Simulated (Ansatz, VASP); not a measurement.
**TlCl: VASP beside Ansatz**

Contents of INCAR:

```
PREC     = Accurate       # precision mode
ENCUT    = 500            # plane-wave cutoff, eV
EDIFF    = 1E-6           # SCF threshold, eV
ISMEAR   = -1             # smearing method
SIGMA    = 0.02           # smearing width, eV
LREAL    = F              # projectors in reciprocal space
LASPH    = T              # aspherical terms in the spheres
NELM     = 120            # most SCF steps
ALGO     = Normal         # electronic algorithm
ISIF     = 2              # what is computed and relaxed
LWAVE    = F              # write WAVECAR
LCHARG   = F              # write CHGCAR
GGA      = PE             # functional
NBANDS   = 17             # bands
GGA_COMPAT= F
```

Contents of KPOINTS:

```
Automatic mesh
0
Gamma
  8 8 8
```

File POSCAR:

```
TlCl
1.0
    3.8968636320      0.0000000000      0.0000000000
    0.0000000000      3.8968636320      0.0000000000
    0.0000000000      0.0000000000      3.8968636320
Tl Cl
1 1
Direct
    0.0000000000      0.0000000000      0.0000000000
    0.5000000000      0.5000000000      0.5000000000
```

Input for Ansatz:

```yaml
crystal:
  lattice:
    - [3.896863632, 0.0, 0.0]
    - [0.0, 3.896863632, 0.0]
    - [0.0, 0.0, 3.896863632]
  atoms:
    - { symbol: Tl, position: [0.0, 0.0, 0.0] }
    - { symbol: Cl, position: [0.5, 0.5, 0.5] }
kpoints:
  mp_grid: { grid: [8, 8, 8] }
scf:
  occupations: { method: fermi_dirac, width: 0.02 }
hamiltonian:
  xc: pbe
  pseudopotentials: { kind: all_electron, lapw: { basis_error: 0.001 } }
output:
  forces: true
  stress: true
  eigenvalues: true
```

Change from the starting cell: volume scaled by 1.05.

Alike in both runs: task single point; functional PBE; k mesh 8 × 8 × 8; occupations fermi-dirac, width 0.02 eV; no spin polarisation.

```csv
,VASP,Ansatz
version,VASP 6.6.1,Ansatz 0.2.0
potentials or method,"VASP PAW PBE potentials, release 64 (Tl_d, Cl), cutoff 500 eV","all-electron LAPW, scalar-relativistic"
```

|  | VASP | Ansatz | Ansatz less VASP |
| --- | --- | --- | --- |
| gap on the k mesh at the Fermi level (eV) | 2.20 | 2.19 | -0.007 |
| pressure (GPa) | 0.0 | 0.1 | +0.06 |

Ansatz ran all-electron here, and VASP with PAW potentials.

Neither program's run includes spin-orbit coupling.
